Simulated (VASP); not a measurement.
# Cu2H3 (P6/mmm) in VASP: a series of runs, part 2 of 2

VASP 6.6.1. Earlier steps stand in the parts before.

## Step 4: Relaxation of cell and atoms, PBE

This run uses another cell than the first one, of 9.16 Å³/atom.

File INCAR:

```
PREC = Accurate
ENCUT = 600
EDIFF = 1E-6
ISMEAR = 0
SIGMA = 0.1
LREAL = False
LASPH = True
NELM = 80
ALGO = Normal
ISIF = 3
LWAVE = False
LCHARG = False
GGA = PE
IBRION = 2
NSW = 100
EDIFFG = -0.01
```

File KPOINTS:

```
Automatic mesh
0
Gamma
  12 12 14
```

File POSCAR:

```
Cu2H3
1.0
    4.4041457050      0.0000000000      0.0000000000
   -2.2020728525      3.8141020625      0.0000000000
    0.0000000000      0.0000000000      2.7277107064
Cu H
2 3
Direct
    0.3333333333      0.6666666667      0.0000000000
    0.6666666667      0.3333333333      0.0000000000
    0.0000000000      0.0000000000      0.8279679640
    0.0000000000      0.0000000000      0.1720320360
    0.0000000000      0.0000000000      0.5000000000
```

Potentials or basis: VASP PAW PBE potentials, release 64 (Cu, H).

Launch:

```sh
$ cat potpaw_PBE.64/Cu/POTCAR potpaw_PBE.64/H/POTCAR > POTCAR
$ mpirun -np 1 vasp_std > vasp.out
```

OUTCAR:

```text
PREC = Accurate
   ENCUT = 600
   EDIFF = 1E-6
   ISMEAR = 0
   LREAL = False
   LASPH = True
   NELM = 80
   ISIF = 3
   GGA = PE
   IBRION = 2
   NSW = 100
   EDIFFG = -0.01

 ion  position               nearest neighbor table
   1  0.333  0.667  0.000-   2 2.54   2 2.54   2 2.54
   2  0.667  0.333  0.000-   1 2.54   1 2.54   1 2.54
   3  0.000  0.000  0.828-
   4  0.000  0.000  0.172-
   5  0.000  0.000  0.500-

  LATTYP: Found a hexagonal cell.
 ALAT       =     4.4041457050
 C/A-ratio  =     0.6193506957

  Lattice vectors:

 A1 = (   4.4041457050,   0.0000000000,   0.0000000000)
 A2 = (  -2.2020728525,   3.8141020625,   0.0000000000)
 A3 = (   0.0000000000,   0.0000000000,   2.7277107064)

Analysis of symmetry for initial positions (statically):
=====================================================================
 Subroutine PRICEL returns:
 Original cell was already a primitive cell.

 Routine SETGRP: Setting up the symmetry group for a
 hexagonal supercell.

 Subroutine GETGRP returns: Found 24 space group operations
 (whereof 24 operations were pure point group operations)
 out of a pool of 24 trial point group operations.

The static configuration has the point symmetry D_6h.

Analysis of symmetry for dynamics (positions and initial velocities):
=====================================================================
 Subroutine PRICEL returns:
 Original cell was already a primitive cell.

 Routine SETGRP: Setting up the symmetry group for a
 hexagonal supercell.

 Subroutine GETGRP returns: Found 24 space group operations
 (whereof 24 operations were pure point group operations)
 out of a pool of 24 trial point group operations.

The dynamic configuration has the point symmetry D_6h.

 Subroutine INISYM returns: Found 24 space group operations
 (whereof 24 operations are pure point group operations),
 and found     1 'primitive' translations

----------------------------------------------------------------------------------------

                                     Primitive cell

  volume of cell :      45.8197

  direct lattice vectors                    reciprocal lattice vectors
     4.404145705  0.000000000  0.000000000     0.227058791  0.131092454  0.000000000
    -2.202072853  3.814102062  0.000000000     0.000000000  0.262184908  0.000000000
     0.000000000  0.000000000  2.727710706     0.000000000  0.000000000  0.366607792

  length of vectors
     4.404145705  4.404145705  2.727710706     0.262184908  0.262184908  0.366607792

  position of ions in fractional coordinates (direct lattice)
     0.333333333  0.666666667  0.000000000
     0.666666667  0.333333333  0.000000000
     0.000000000  0.000000000  0.827967964
     0.000000000  0.000000000  0.172032036
     0.000000000  0.000000000  0.500000000

  ion indices of the primitive-cell ions
   primitive index   ion index
                 1           1
                 2           2
                 3           3
                 4           4
                 5           5

[... 52 lines left out ...]
 [... further k-points ...]
   k-points           NKPTS =    152   k-points in BZ     NKDIM =    152   number of bands    NBANDS=     16
   number of dos      NEDOS =    301   number of ions     NIONS =      5
   total plane-waves  NPLWV =  31104
   dimension x,y,z NGX =    36 NGY =   36 NGZ =   24
   dimension x,y,z NGXF=    72 NGYF=   72 NGZF=   48
   ions per type =               2   3
   NGX,Y,Z   is equivalent  to a cutoff of  13.59, 13.59, 14.63 a.u.
   NGXF,Y,Z  is equivalent  to a cutoff of  27.18, 27.18, 29.25 a.u.
 SYSTEM =  unknown system
   PREC   = accura    normal or accurate (medium, high low for compatibility)
   ISTART =      0    job   : 0-new  1-cont  2-samecut
   ICHARG =      2    charge: 1-file 2-atom 10-const
   ISPIN  =      1    spin polarized calculation?
   LNONCOLLINEAR =      F non collinear calculations
   LSORBIT =      F    spin-orbit coupling
   LASPH  =      T    aspherical Exc in radial PAW
   ENCUT  =  600.0 eV  44.10 Ry    6.64 a.u.   8.80  8.80  5.45*2*pi/ulx,y,z
   NELM   =     80;   NELMIN=  2; NELMDL= -5     # of ELM steps
   EDIFF  = 0.1E-05   stopping-criterion for ELM
   LREAL  =      F    real-space projection
   EDIFFG = -.1E-01   stopping-criterion for IOM
   NSW    =    100    number of steps for IOM
   IBRION =      2    ionic relax: 0-MD 1-quasi-New 2-CG
   NFREE  =      1    steps in history (QN), initial steepest desc. (CG)
   ISIF   =      3    stress and relaxation
   ISYM   =      2    0-nonsym 1-usesym 2-fastsym
   POTIM  = 0.5000    time-step for ionic-motion
   TEBEG  =    0.0;   TEEND  =   0.0 temperature during run
   PSTRESS=    0.0 pullay stress
   NELECT =      25.0000    total number of electrons
   NUPDOWN=      -1.0000    fix difference up-down
   EMIN   =  10.00;   EMAX   =-10.00  energy-range for DOS
   EFERMI =   0.00;   METHOD = LEGACY
   ISMEAR =     0;   SIGMA  =   0.10  broadening in eV -4-tet -1-fermi 0-gaus
   EFERMI_NEDOS =   21; number of points for ismear=-14 and -15
   IALGO  =     38    algorithm
   IMIX   =      4    mixing-type and parameters
     AMIX     =   0.40;   BMIX     =  1.00
     AMIX_MAG =   1.60;   BMIX_MAG =  1.00
  volume/ion in A,a.u.               =       9.16        61.84
  Fermi-wavevector in a.u.,A,eV,Ry     =   1.337737  2.527956 24.348173  1.789540
  Thomas-Fermi vector in A             =   2.466262
   LORBIT       =      0    0 simple, 1 ext, 2 COOP (PROOUT), +10 PAW based schemes
   GGA     = PE    functional components
   LHFCALC =     F    Hartree Fock is set to
   AEXX    =    0.0000 exact exchange contribution
   IVDW    =     0    specifies the selected vdW correction
   LEPSILON=     F    determine dielectric tensor
   LRPA    =     F    only Hartree local field effects (RPA)
 conjugate gradient relaxation of ions
 non-spin polarized calculation
 Gauss-broadening in eV      SIGMA  =   0.10
  energy-cutoff  :      600.00
  volume of cell :       45.82
 maximum number of plane-waves:      1547
 NGX is ok and might be reduce to    36
   NGX = 17   NGY = 17   NGZ = 11

--------------------------------------- Ionic step        1  -------------------------------------------

 number of electron      24.9999983 magnetization

 Free energy of the ion-electron system (eV)
  ---------------------------------------------------
  ext. energy  EPLUGINS =         0.00000000
  ---------------------------------------------------
  free energy    TOTEN  =       -13.91321620 eV

  energy without entropy =      -13.91107799  energy(sigma->0) =      -13.91214710

------------------------ aborting loop because EDIFF is reached ----------------------------------------

  FORCE on cell =-STRESS in cart. coord.  units (eV):
  Direction    XX          YY          ZZ          XY          YZ          ZX
  --------------------------------------------------------------------------------------
  -------------------------------------------------------------------------------------
  Total        0.0477764      0.0477764      0.1734261      0.0000000      0.0000000      0.0000000
  in kB        1.6705986      1.6705986      6.0641876      0.0000000      0.0000000      0.0000000
  external PRESSURE =       3.1351283 kB  Pullay stress =       0.0000000 kB
[... 104 lines left out ...]
--------------------------------------- Ionic step        4  -------------------------------------------

 number of electron      24.9999986 magnetization

 Free energy of the ion-electron system (eV)
  ---------------------------------------------------
  ext. energy  EPLUGINS =         0.00000000
  ---------------------------------------------------
  free energy    TOTEN  =       -13.91365607 eV

  energy without entropy =      -13.91149410  energy(sigma->0) =      -13.91257509

 E-fermi :   2.9149     XC(G=0): -10.2402

 val. band max:        2.9072326819   @ k =   0.2500   0.1667   0.1429
 cond. band min:       2.9683235588   @ k =   0.5000   0.0000   0.0714
 fundamental gap:      0.0610908769
 Fermi energy:         2.9149188831

 k-point     1 :       0.0000    0.0000    0.0000
  band No.  band energies     occupation
      1      -8.6550      2.00000
      2      -0.7349      2.00000
      3       0.4849      2.00000
      4       0.6194      2.00000
      5       0.7062      2.00000
      6       0.7062      2.00000
[... 433 lines left out ...]
      3       0.2678      2.00000
      4       0.3846      2.00000
      5       0.4723      2.00000
      6       0.6094      2.00000
[... 8 lines left out ...]
     15       8.8949      0.00000
     16      10.1135      0.00000

 [... further k-points ...]

------------------------ aborting loop because EDIFF is reached ----------------------------------------

  FORCE on cell =-STRESS in cart. coord.  units (eV):
  Direction    XX          YY          ZZ          XY          YZ          ZX
  --------------------------------------------------------------------------------------
  -------------------------------------------------------------------------------------
  Total        0.0069176      0.0069176     -0.0063780      0.0000000      0.0000000      0.0000000
  in kB        0.2405688      0.2405688     -0.2218023      0.0000000      0.0000000      0.0000000
  external PRESSURE =       0.0864451 kB  Pullay stress =       0.0000000 kB
[... 20 lines left out ...]
  FREE ENERGIE OF THE ION-ELECTRON SYSTEM (eV)
  ---------------------------------------------------
  free  energy   TOTEN  =       -13.9136560746 eV

  energy  without entropy=      -13.9114941036  energy(sigma->0) =      -13.91257509

 reached required accuracy - stopping structural energy minimisation
```

OSZICAR:

```text
N       E                     dE             d eps       ncg     rms          rms(c)
DAV:   1     0.141373588794E+03    0.14137E+03   -0.12305E+04  4872   0.238E+03
[... 29 lines left out ...]
       N       E                     dE             d eps       ncg     rms          rms(c)
DAV:   1    -0.139167594746E+02   -0.31986E-02   -0.51189E-02  4888   0.514E+00    0.462E-01
DAV:   2    -0.139154999552E+02    0.12595E-02   -0.42693E-02  4992   0.488E+00    0.275E-01
DAV:   3    -0.139137543749E+02    0.17456E-02   -0.10132E-02  4984   0.243E+00    0.750E-02
DAV:   4    -0.139136559682E+02    0.98407E-04   -0.16645E-04  7120   0.205E-01    0.845E-03
DAV:   5    -0.139136555956E+02    0.37255E-06   -0.11372E-05  6824   0.633E-02    0.275E-03
DAV:   6    -0.139136560746E+02   -0.47899E-06   -0.57882E-07  2848   0.104E-02
   4 F= -.13913656E+02 E0= -.13912575E+02  d E =-.952590E-04
```

CONTCAR:

```text
Cu2H3
   1.00000000000000
     4.4083117437816277    0.0000000000000000    0.0000000000000000
    -2.2041558718908139    3.8177099579180460   -0.0000000000000000
     0.0000000000000000    0.0000000000000000    2.7374769096266056
  Cu              H
     2     3
Direct
     0.3333333332999970    0.6666666667000030    0.0000000000000000
     0.6666666667000030    0.3333333332999970    0.0000000000000000
     1.0000000000000000    1.0000000000000000    0.8271762099760884
     1.0000000000000000    1.0000000000000000    0.1728237900239117
     1.0000000000000000    1.0000000000000000    0.5000000000000000

  0.00000000E+00  0.00000000E+00  0.00000000E+00
  0.00000000E+00  0.00000000E+00  0.00000000E+00
  0.00000000E+00  0.00000000E+00  0.00000000E+00
  0.00000000E+00  0.00000000E+00  0.00000000E+00
  0.00000000E+00  0.00000000E+00  0.00000000E+00
```

It took 1.8 min on 1 thread of Intel Xeon 6975P-C (Granite Rapids), shared host; peak memory 0.27 GiB.

What came out:

```yaml
Free_energy: -13.9137 eV
Relaxed_volume: 9.21 Å³/atom
Relaxed_cell: a = 4.408 Å, b = 4.408 Å, c = 2.737 Å, α = 90.00°, β = 90.00°, γ = 120.00°
Space_group_after_relaxing_to_0.1_Å: P6/mmm (No. 191)
Energy_gained_by_relaxing: 0.1 meV/atom
Ionic_steps: 4
Pressure_after_relaxing: 0.0 GPa
Largest_force_after_relaxing: 0.006 eV/Å
Band_gap_on_the_k_mesh: zero (an odd number of electrons rules out a gap without spin polarisation)
```

Forces in eV/Å, atoms in the order of the input:
```
Cu   0.000  0.000  0.000
Cu   0.000  0.000  0.000
H    0.000  0.000  0.006
H    0.000  0.000 -0.006
H    0.000  0.000  0.000
```

Step by step:
```tsv
step	energy change (eV)	largest force (eV/Å)	pressure (GPa)	volume (Å³)
1	0.0000	0.0510	0.31	45.82
2	-0.0003	0.0213	0.19	45.94
3	-0.0003	0.0371	0.14	45.97
4	-0.0004	0.0059	0.01	46.07
```

Final structure:
```xyz
5
Lattice="4.4083 0.0000 0.0000 -2.2042 3.8177 0.0000 0.0000 0.0000 2.7375" Properties=species:S:1:pos:R:3 pbc="T T T"
Cu    0.0000    2.5451    0.0000
Cu    2.2042    1.2726    0.0000
H     2.2042    3.8177    2.2644
H     2.2042    3.8177    0.4731
H     2.2042    3.8177    1.3687
```

## Step 5: The runs side by side

```csv
task,cell,k mesh,cutoff (eV),gap on the mesh (eV),pressure (GPa),largest force (eV/Å)
single point,"a = 3.854, b = 3.854, c = 3.460 Å, angles 90.0, 90.0, 120.0°, 5 atoms, atomic positions A",6 × 6 × 6,520,none,7.6,1.80
single point,"a = 4.404, b = 4.404, c = 2.736 Å, angles 90.0, 90.0, 120.0°, 5 atoms, atomic positions B",12 × 12 × 14,520,none,0.0,0.01
relaxation of cell and atoms,"relaxed from a = 4.404, b = 4.404, c = 2.728 Å, angles 90.0, 90.0, 120.0°, 5 atoms, atomic positions B",12 × 12 × 14,600,none,0.0,0.01
```

Alike in all rows: level PBE; potentials or basis VASP PAW PBE potentials, release 64 (Cu, H); no spin polarisation; smearing gaussian 0.1 eV.

Caveats: the cell stands under pressure (at least some runs); forces of over 1 eV/Å act on the atoms, so gaps and moduli don't describe the material at rest (at least some runs).

Absolute energies hang on the potentials; compare differences alone.
